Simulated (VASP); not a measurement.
# Ru (Fm-3m) in VASP: notebook, part 2 of 2

VASP 6.6.1. The steps go on from the part before.

## (3) Single point, PBE, collinear spin, zero start

File INCAR:

```
SYSTEM = Ru
  PREC = Accurate
  ENCUT = 500
  EDIFF = 1E-6
  ISMEAR = -1
  SIGMA = 0.1
  LREAL = .False.
  LASPH = .True.
  NELM = 200
  ALGO = Normal
  ISIF = 2
  LWAVE = .False.
  LCHARG = .False.
  ISPIN = 2
  MAGMOM = 0
  LORBIT = 11
  LMAXMIX = 4
  GGA = PE
  NBANDS = 17
  GGA_COMPAT = .False.
```

File KPOINTS:

```
regular mesh
0
Gamma
  8 8 8
  0 0 0
```

File POSCAR:

```
Ru
1.0
    0.0000000000      1.9288310000      1.9288310000
    1.9288310000      0.0000000000      1.9288310000
    1.9288310000      1.9288310000      0.0000000000
Ru
1
Direct
    0.0000000000      0.0000000000      0.0000000000
```

Potentials or basis: VASP PAW PBE potentials, release 64 (Ru_pv).

Command:

```console
cat potpaw_PBE.64/Ru_pv/POTCAR > POTCAR
mpirun -np 1 vasp_std > vasp.out
```

OUTCAR:

```text
SYSTEM = Ru
   PREC = Accurate
   ENCUT = 500
   EDIFF = 1E-6
   ISMEAR = -1
   LREAL = .False.
   LASPH = .True.
   NELM = 200
   ISIF = 2
   ISPIN = 2
   LORBIT = 11
   GGA = PE

 ion  position               nearest neighbor table
   1  0.000  0.000  0.000-

  LATTYP: Found a face centered cubic cell.
 ALAT       =     3.8576620000

  Lattice vectors:

 A1 = (   0.0000000000,   1.9288310000,   1.9288310000)
 A2 = (   1.9288310000,   0.0000000000,   1.9288310000)
 A3 = (   1.9288310000,   1.9288310000,   0.0000000000)

Analysis of symmetry for initial positions (statically):
=====================================================================
 Subroutine PRICEL returns:
 Original cell was already a primitive cell.

 Routine SETGRP: Setting up the symmetry group for a
 face centered cubic supercell.

 Subroutine GETGRP returns: Found 48 space group operations
 (whereof 48 operations were pure point group operations)
 out of a pool of 48 trial point group operations.

The static configuration has the point symmetry O_h .

Analysis of symmetry for dynamics (positions and initial velocities):
=====================================================================
 Subroutine PRICEL returns:
 Original cell was already a primitive cell.

 Routine SETGRP: Setting up the symmetry group for a
 face centered cubic supercell.

 Subroutine GETGRP returns: Found 48 space group operations
 (whereof 48 operations were pure point group operations)
 out of a pool of 48 trial point group operations.

The dynamic configuration has the point symmetry O_h .

Analysis of structural, dynamic, and magnetic symmetry:
=====================================================================
 Subroutine PRICEL returns:
 Original cell was already a primitive cell.

 Routine SETGRP: Setting up the symmetry group for a
 face centered cubic supercell.
[... 132 lines left out ...]
   LEPSILON=     F    determine dielectric tensor
   LRPA    =     F    only Hartree local field effects (RPA)
 spin polarized calculation
  energy-cutoff  :      500.00
  volume of cell :       14.35
 maximum number of plane-waves:       380
   NGX =  9   NGY =  9   NGZ =  9

 number of electron      13.9999993 magnetization      -0.0000010

 number of electron      13.9999993 magnetization       0.0000120

 Free energy of the ion-electron system (eV)
  ---------------------------------------------------
  ext. energy  EPLUGINS =         0.00000000
  ---------------------------------------------------
  free energy    TOTEN  =        -9.15410969 eV

  energy without entropy =       -9.12097932  energy(sigma->0) =       -9.13754450

 E-fermi :  11.7095     XC(G=0): -13.7745

 val. band max:       11.6515864861   @ k =   0.0000   0.0000   0.0000
 cond. band min:      11.8125631439   @ k =   0.2500   0.0000   0.0000
 fundamental gap:      0.1609766578
 Fermi energy:        11.7095355839

 spin component 1

 k-point     1 :       0.0000    0.0000    0.0000
  band No.  band energies     occupation
      1     -30.6363      1.00000
      2     -30.6363      1.00000
      3     -30.6363      1.00000
      4       4.1930      1.00000
      5       9.4058      1.00000
      6       9.4058      1.00000
[... 459 lines left out ...]
      6       9.7482      1.00000
[... 9 lines left out ...]
     16      41.4656      0.00000
     17      46.6294      0.00000

 [... further k-points ...]

 spin component 2

 k-point     1 :       0.0000    0.0000    0.0000
  band No.  band energies     occupation
      1     -30.6363      1.00000
      2     -30.6363      1.00000
      3     -30.6363      1.00000
      4       4.1930      1.00000
      5       9.4058      1.00000
      6       9.4058      1.00000
[... 459 lines left out ...]
      6       9.7482      1.00000
[... 9 lines left out ...]
     16      41.4656      0.00000
     17      46.6359      0.00000

 [... further k-points ...]

------------------------ aborting loop because EDIFF is reached ----------------------------------------

  FORCE on cell =-STRESS in cart. coord.  units (eV):
  Direction    XX          YY          ZZ          XY          YZ          ZX
  --------------------------------------------------------------------------------------
  -------------------------------------------------------------------------------------
  Total       -0.9689515     -0.9689515     -0.9689515      0.0000000      0.0000000     -0.0000000
  in kB     -108.1683227   -108.1683227   -108.1683227      0.0000000      0.0000000     -0.0000000
  external PRESSURE =    -108.1683227 kB  Pullay stress =       0.0000000 kB

 VOLUME and BASIS-vectors are now :
 -----------------------------------------------------------------------------
  energy-cutoff  :      500.00
  volume of cell :       14.35
      direct lattice vectors                 reciprocal lattice vectors
     0.000000000  1.928831000  1.928831000    -0.259224370  0.259224370  0.259224370
     1.928831000  0.000000000  1.928831000     0.259224370 -0.259224370  0.259224370
     1.928831000  1.928831000  0.000000000     0.259224370  0.259224370 -0.259224370

 POSITION                                       TOTAL-FORCE (eV/Angst)
 -----------------------------------------------------------------------------------
      0.00000      0.00000      0.00000         0.000000     -0.000000      0.000000
 -----------------------------------------------------------------------------------
    total drift:                               -0.000000     -0.000000     -0.000000

  FREE ENERGIE OF THE ION-ELECTRON SYSTEM (eV)
  ---------------------------------------------------
  free  energy   TOTEN  =        -9.1541096911 eV

  energy  without entropy=       -9.1209793156  energy(sigma->0) =       -9.13754450

 total charge

# of ion       s       p       d       tot
------------------------------------------
    1        0.386   6.270   5.906  12.562

 magnetization (x)

# of ion       s       p       d       tot
------------------------------------------
    1        0.000   0.000   0.000   0.000
```

Wall time 24 s (1 thread of AMD EPYC 7R13, shared host); peak memory 0.11 GiB.

What came out:

| Item | Value |
| --- | --- |
| Free energy | -9.1541 eV |
| Pressure | -10.8 GPa |
| Band gap on the k mesh | zero (filled and empty bands overlap) |
| Net moment | 0.00 μB per cell |
| Valence electrons inside the program's atomic spheres | Ru 12.56 |
